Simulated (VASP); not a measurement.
Crystal: MgBe2SO2.

```xyz
6
Lattice="3.8044 0.0000 0.0000 0.0000 3.8044 0.0000 0.0000 0.0000 5.3697" Properties=species:S:1:pos:R:3 pbc="T T T"
Mg    0.0000    0.0000    0.0000
Be    1.9022    1.9022    0.0000
Be    0.0000    0.0000    2.6848
S     1.9022    1.9022    2.6848
O     1.9022    0.0000    4.0710
O     0.0000    1.9022    1.2987
```

The cell was built from a structure type or drawn by symmetry, and may not be a known phase.

| Quantity | Value |
| --- | --- |
| Program | VASP 6.6.1 |
| Task | relaxation of cell and atoms |
| Functional | PBE |
| Potentials or basis | VASP PAW PBE potentials, release 64 (Mg, Be, S, O) |
| Cutoff | 600 eV |
| k mesh | 4 × 4 × 4 |
| Occupations | gaussian, width 0.1 eV |
| Spin | no spin polarisation |

At the start: pressure -6.4 GPa; volume 12.95 Å³/atom.

Task: How do energy, volume and symmetry change on relaxing?

Result: Over 18 steps the energy falls by 1343.9 meV/atom and the volume is 13.66 Å³/atom (+5.4 %); space group P-4m2 (No. 115, to 0.1 Å) before and after.

The path:
```csv
step,energy change (eV),largest force (eV/Å),pressure (GPa),volume (Å³)
1,0.0000,5.4404,-6.44,77.72
2,-3.1673,5.0529,-5.67,71.99
3,-4.5268,2.0218,53.48,56.35
4,-6.2656,1.3321,10.32,63.42
5,-6.3263,0.5665,15.60,62.16
6,-7.2787,0.5961,4.88,72.25
7,-7.3706,0.7514,2.85,76.11
8,-7.3461,0.7170,-0.12,84.06
9,-7.3717,0.7791,0.82,81.41
10,-7.5496,0.8558,0.62,82.28
11,-7.9898,0.1850,-2.32,84.55
12,-6.0450,4.1663,-11.86,87.70
13,-7.9928,0.4554,-4.44,84.86
14,-8.0448,0.4481,-1.99,83.02
15,-8.0455,0.4479,-1.69,82.81
16,-8.0597,0.2252,-0.61,82.25
17,-8.0632,0.0458,0.31,81.80
18,-8.0637,0.0379,0.21,81.95
```

Final structure:
```
Mg Be S O
1.0
     3.36864    0.00000    0.00000
     0.00000    3.36864    0.00000
     0.00000    0.00000    7.22186
Mg Be S O
1 2 1 2
Direct
  0.00000 0.00000 0.00000
  0.50000 0.50000 0.00000
  0.00000 0.00000 0.50000
  0.50000 0.50000 0.50000
  0.50000 0.00000 0.90624
  0.00000 0.50000 0.09376
```

Caveat: a cell axis changed by over 15 % at a fixed basis, so the end point is rough.
